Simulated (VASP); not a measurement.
# Ta4O (P4/mmm) in VASP: a series of runs

The runs below take Ta4O through single point, with PBEsol.

Program: VASP 6.6.1. These are calculated values, not measurements. Logs are shortened: lines on timing, memory, paths and dates and some standing lists are left out, and cuts for length are marked.

## 1. The cell of the first run

Symmetry: P4/mmm, No. 123, tetragonal system. The conventional cell has a = 3.211 Å, b = 3.211 Å, c = 7.984 Å, α = 90.00°, β = 90.00°, γ = 90.00°. Within 3.0 Å of Ta (site symmetry 4/mmm) lie 4 O at 2.27 Å. Within 3.0 Å of Ta (site symmetry 4mm) lie 1 O at 2.26 Å and 4 Ta at 2.86 Å. Ta (site symmetry 4/mmm) has 12 Ta at 2.86 to 3.21 Å within 3.8 Å. O (site symmetry 4/mmm) has 6 Ta at 2.26 to 2.27 Å within 3.0 Å.

## 2. Single point, PBEsol (strain +0.0875 x Voigt [0, 0, 1, 0, 0, 0])

INCAR reads:

```
ALGO = Normal ; EDIFF = 1E-7
ENCUT = 520 ; GGA = PS
ISIF = 2 ; ISMEAR = 0
LASPH = True ; LCHARG = False
LREAL = False ; LWAVE = False
NBANDS = 33 ; NELM = 60
PREC = Accurate ; SIGMA = 0.15
```

KPOINTS reads:

```
k-points
0
Gamma
  14 14 8
```

POSCAR reads:

```
Ta4O
1.0
    3.2109380109      0.0000000000      0.0000000000
    0.0000000000      3.2109380109      0.0000000000
    0.0000000000      0.0000000000      7.9844069222
Ta O
4 1
Direct
    0.0000000000      0.0000000000      0.5000000000
    0.5000000000      0.5000000000      0.7827832025
    0.5000000000      0.5000000000      0.2172167975
    0.0000000000      0.0000000000      0.0000000000
    0.5000000000      0.5000000000      0.5000000000
```

Potentials or basis: VASP PAW PBE potentials, release 64 (Ta_pv, O).

Started as:

```bash
$ cat potpaw_PBE.64/Ta_pv/POTCAR potpaw_PBE.64/O/POTCAR > POTCAR
$ mpirun -np 1 vasp_std > vasp.out
```

OUTCAR:

```text
EDIFF = 1E-7
   ENCUT = 520
   GGA = PS
   ISIF = 2
   ISMEAR = 0
   LASPH = True
   LREAL = False
   NELM = 60
   PREC = Accurate

 ion  position               nearest neighbor table
   1  0.000  0.000  0.500-   5 2.27   5 2.27   5 2.27   5 2.27   3 3.20   3 3.20   2 3.20   3 3.20
                             2 3.20   2 3.20   3 3.20   2 3.20
   2  0.500  0.500  0.783-   5 2.26   4 2.86   4 2.86   4 2.86   4 2.86   1 3.20   1 3.20   1 3.20
                             1 3.20   3 3.47
   3  0.500  0.500  0.217-   5 2.26   4 2.86   4 2.86   4 2.86   4 2.86   1 3.20   1 3.20   1 3.20
                             1 3.20   2 3.47
   4  0.000  0.000  0.000-   2 2.86   3 2.86   2 2.86   3 2.86   2 2.86   3 2.86   2 2.86   3 2.86

   5  0.500  0.500  0.500-   2 2.26   3 2.26   1 2.27   1 2.27   1 2.27   1 2.27

  LATTYP: Found a simple tetragonal cell.
 ALAT       =     3.2109380109
 C/A-ratio  =     2.4866275509

  Lattice vectors:

 A1 = (   3.2109380109,   0.0000000000,   0.0000000000)
 A2 = (   0.0000000000,   3.2109380109,   0.0000000000)
 A3 = (   0.0000000000,   0.0000000000,   7.9844069222)

Analysis of symmetry for initial positions (statically):
=====================================================================
 Subroutine PRICEL returns:
 Original cell was already a primitive cell.

 Routine SETGRP: Setting up the symmetry group for a
 simple tetragonal supercell.

 Subroutine GETGRP returns: Found 16 space group operations
 (whereof 16 operations were pure point group operations)
 out of a pool of 16 trial point group operations.

The static configuration has the point symmetry D_4h.

Analysis of symmetry for dynamics (positions and initial velocities):
=====================================================================
 Subroutine PRICEL returns:
 Original cell was already a primitive cell.

 Routine SETGRP: Setting up the symmetry group for a
 simple tetragonal supercell.

 Subroutine GETGRP returns: Found 16 space group operations
 (whereof 16 operations were pure point group operations)
 out of a pool of 16 trial point group operations.

The dynamic configuration has the point symmetry D_4h.

 Subroutine INISYM returns: Found 16 space group operations
 (whereof 16 operations are pure point group operations),
 and found     1 'primitive' translations
[... 98 lines left out ...]
   LASPH  =      T    aspherical Exc in radial PAW
   ENCUT  =  520.0 eV  38.22 Ry    6.18 a.u.   5.97  5.97 14.85*2*pi/ulx,y,z
   NELM   =     60;   NELMIN=  2; NELMDL= -5     # of ELM steps
   EDIFF  = 0.1E-06   stopping-criterion for ELM
   LREAL  =      F    real-space projection
   EDIFFG = 0.1E-05   stopping-criterion for IOM
   NSW    =      0    number of steps for IOM
   IBRION =     -1    ionic relax: 0-MD 1-quasi-New 2-CG
   NFREE  =      0    steps in history (QN), initial steepest desc. (CG)
   ISIF   =      2    stress and relaxation
   ISYM   =      2    0-nonsym 1-usesym 2-fastsym
   POTIM  = 0.5000    time-step for ionic-motion
   TEBEG  =    0.0;   TEEND  =   0.0 temperature during run
   PSTRESS=    0.0 pullay stress
   NELECT =      50.0000    total number of electrons
   NUPDOWN=      -1.0000    fix difference up-down
   EMIN   =  10.00;   EMAX   =-10.00  energy-range for DOS
   EFERMI =   0.00;   METHOD = LEGACY
   ISMEAR =     0;   SIGMA  =   0.15  broadening in eV -4-tet -1-fermi 0-gaus
   EFERMI_NEDOS =   21; number of points for ismear=-14 and -15
   IALGO  =     38    algorithm
   IMIX   =      4    mixing-type and parameters
     AMIX     =   0.40;   BMIX     =  1.00
     AMIX_MAG =   1.60;   BMIX_MAG =  1.00
  volume/ion in A,a.u.               =      16.46       111.10
  Fermi-wavevector in a.u.,A,eV,Ry     =   1.386424  2.619961 26.152723  1.922171
  Thomas-Fermi vector in A             =   2.510741
   LORBIT       =      0    0 simple, 1 ext, 2 COOP (PROOUT), +10 PAW based schemes
   GGA     = PS    functional components
   LHFCALC =     F    Hartree Fock is set to
   AEXX    =    0.0000 exact exchange contribution
   IVDW    =     0    specifies the selected vdW correction
   LEPSILON=     F    determine dielectric tensor
   LRPA    =     F    only Hartree local field effects (RPA)
 non-spin polarized calculation
 Gauss-broadening in eV      SIGMA  =   0.15
  energy-cutoff  :      520.00
  volume of cell :       82.32
 maximum number of plane-waves:      2244
 NGX is ok and might be reduce to    24
   NGX = 11   NGY = 11   NGZ = 29

 number of electron      49.9999981 magnetization

 Free energy of the ion-electron system (eV)
  ---------------------------------------------------
  ext. energy  EPLUGINS =         0.00000000
  ---------------------------------------------------
  free energy    TOTEN  =       -58.00412034 eV

  energy without entropy =      -57.96835310  energy(sigma->0) =      -57.98623672

 E-fermi :   5.8812     XC(G=0): -12.4922

 val. band max:        5.8808321532   @ k =   0.5000   0.4286   0.5000
 cond. band min:       5.8902886191   @ k =   0.3571   0.0714   0.5000
 fundamental gap:      0.0094564659
 Fermi energy:         5.8811938590

 k-point     1 :       0.0000    0.0000    0.0000
  band No.  band energies     occupation
      1     -29.7117      2.00000
      2     -29.7117      2.00000
      3     -29.3996      2.00000
      4     -28.7219      2.00000
      5     -28.7070      2.00000
      6     -28.4538      2.00000
[... 853 lines left out ...]
     32       8.6752      0.00000
     33       9.3920      0.00000

 [... further k-points ...]

------------------------ aborting loop because EDIFF is reached ----------------------------------------

  FORCE on cell =-STRESS in cart. coord.  units (eV):
  Direction    XX          YY          ZZ          XY          YZ          ZX
  --------------------------------------------------------------------------------------
  -------------------------------------------------------------------------------------
  Total       -6.6485613     -6.6485613    -12.0885413      0.0000000     -0.0000000      0.0000000
  in kB     -129.3992490   -129.3992490   -235.2761881      0.0000000     -0.0000000      0.0000000
  external PRESSURE =    -164.6915620 kB  Pullay stress =       0.0000000 kB

 VOLUME and BASIS-vectors are now :
 -----------------------------------------------------------------------------
  energy-cutoff  :      520.00
  volume of cell :       82.32
      direct lattice vectors                 reciprocal lattice vectors
     3.210938011  0.000000000  0.000000000     0.311435474  0.000000000  0.000000000
     0.000000000  3.210938011  0.000000000     0.000000000  0.311435474  0.000000000
     0.000000000  0.000000000  7.984406922     0.000000000  0.000000000  0.125244118

 POSITION                                       TOTAL-FORCE (eV/Angst)
 -----------------------------------------------------------------------------------
      0.00000      0.00000      3.99220         0.000000     -0.000000      0.000000
      1.60547      1.60547      6.25006         0.000000      0.000000     -0.468929
      1.60547      1.60547      1.73435         0.000000     -0.000000      0.468929
      0.00000      0.00000      0.00000         0.000000     -0.000000      0.000000
      1.60547      1.60547      3.99220         0.000000     -0.000000      0.000000
 -----------------------------------------------------------------------------------
    total drift:                                0.000000     -0.000000      0.000000

  FREE ENERGIE OF THE ION-ELECTRON SYSTEM (eV)
  ---------------------------------------------------
  free  energy   TOTEN  =       -58.0041203389 eV

  energy  without entropy=      -57.9683531018  energy(sigma->0) =      -57.98623672
```

stdout:

```text
POSCAR found type information on POSCAR TaO
 POSCAR found :  2 types and       5 ions
 scaLAPACK will be used
 -----------------------------------------------------------------------------
|                                                                             |
|                                                                             |
|     You enforced a specific xc type in the INCAR file but a different       |
|     I HOPE YOU KNOW WHAT YOU ARE DOING!                                     |
|                                                                             |
 -----------------------------------------------------------------------------

 LDA part: xc-table for (Slater+PW92), standard interpolation
 POSCAR, INCAR and KPOINTS ok, starting setup
 FFT: planning ... GRIDC
 FFT: planning ... GRID_SOFT
 FFT: planning ... GRID
 WAVECAR not read
 entering main loop
```

Wall time 8.4 min (1 thread of AMD EPYC 7R43 (Zen 3), shared host); peak memory 0.43 GiB.

What came out:

| Quantity | Value |
| --- | --- |
| Free energy | -58.0041 eV |
| Pressure | -16.5 GPa |
| Largest force | 0.469 eV/Å |
| Band gap on the k mesh | zero (bands 25 and 26 overlap by 0.77 eV) |

Forces in eV/Å, atoms in the order of the input:
```
Ta   0.000  0.000  0.000
Ta   0.000  0.000 -0.469
Ta   0.000  0.000  0.469
Ta   0.000  0.000  0.000
O    0.000  0.000  0.000
```

Stress tensor (GPa, compression positive):
```
-12.94   0.00   0.00
  0.00 -12.94   0.00
  0.00   0.00 -23.53
```

Caveat: the cell differs from its parent crystal (strain +0.0875 x Voigt [0, 0, 1, 0, 0, 0]); the stress differs along the axes, from -24 to -13 GPa; the PAW data sets were made with another functional, which shifts forces and pressure a little; spin-orbit coupling is left out, which moves the levels of the heavy elements.

## 3. Single point, PBEsol (strain +0.1000 x Voigt [0, 0, 1, 0, 0, 0])

INCAR reads:

```
PREC = Accurate ; ENCUT = 520
EDIFF = 1E-6 ; ISMEAR = 0
SIGMA = 0.15 ; LREAL = F
LASPH = T ; NELM = 80
ALGO = Normal ; ISIF = 2
LWAVE = F ; LCHARG = F
GGA = PS ; NBANDS = 33
```

KPOINTS reads:

```
Automatic mesh
0
Gamma
  14 14 8
```

Changes to POSCAR since step 2:

```diff
@@ -4,3 +4,3 @@
     0.0000000000      3.2109380109      0.0000000000
-    0.0000000000      0.0000000000      7.9844069222
+    0.0000000000      0.0000000000      8.0761817144
 Ta O
```

Potentials or basis: VASP PAW PBE potentials, release 64 (Ta_pv, O).

Started as:

```bash
$ cat potpaw_PBE.64/Ta_pv/POTCAR potpaw_PBE.64/O/POTCAR > POTCAR
$ mpirun -np 1 vasp_std > vasp.out
```

It took 9.8 min on 1 thread of AMD EPYC 7R43 (Zen 3), shared host; peak memory 0.42 GiB.

The run converged. Its results:

```yaml
Free_energy: -57.8610 eV
Pressure: -18.1 GPa
Largest_force: 0.487 eV/Å
Band_gap_on_the_k_mesh: zero (bands 25 and 26 overlap by 0.80 eV)
```

Forces on the atoms (eV/Å):
```
Ta   0.000  0.000  0.000
Ta   0.000  0.000 -0.487
Ta   0.000  0.000  0.487
Ta   0.000  0.000  0.000
O    0.000  0.000  0.000
```

Stress tensor (GPa, compression positive):
```
-14.56   0.00   0.00
  0.00 -14.56   0.00
  0.00   0.00 -25.07
```

Levels at points of the mesh, in eV from the Fermi level:
```tsv
k point	band 21	band 22	band 23	band 24	band 25	band 26	band 27	band 28	band 29	band 30
(0.00, 0.00, 0.00)	-2.68	-1.59	-0.65	-0.34	-0.34	0.85	1.02	1.14	1.14	1.51
(0.50, 0.00, 0.00)	-1.33	-0.92	-0.68	-0.56	0.10	0.77	0.79	1.07	1.39	1.65
(0.50, 0.50, 0.00)	-2.23	-1.61	-1.61	-0.78	-0.78	1.62	2.08	2.74	2.74	3.40
(0.00, 0.00, 0.50)	-3.31	-0.99	-0.18	-0.18	0.13	0.46	0.46	1.06	1.12	1.16
(0.50, 0.00, 0.50)	-1.59	-0.77	-0.69	-0.61	0.05	0.56	0.93	1.30	1.42	1.73
(0.50, 0.50, 0.50)	-3.02	-2.13	-2.13	0.11	0.11	1.76	1.76	2.01	2.49	3.36
```

Caveat: the cell differs from its parent crystal (strain +0.1000 x Voigt [0, 0, 1, 0, 0, 0]); the stress differs along the axes, from -25 to -15 GPa; the PAW data sets were made with another functional, which shifts forces and pressure a little; spin-orbit coupling is left out, which moves the levels of the heavy elements.
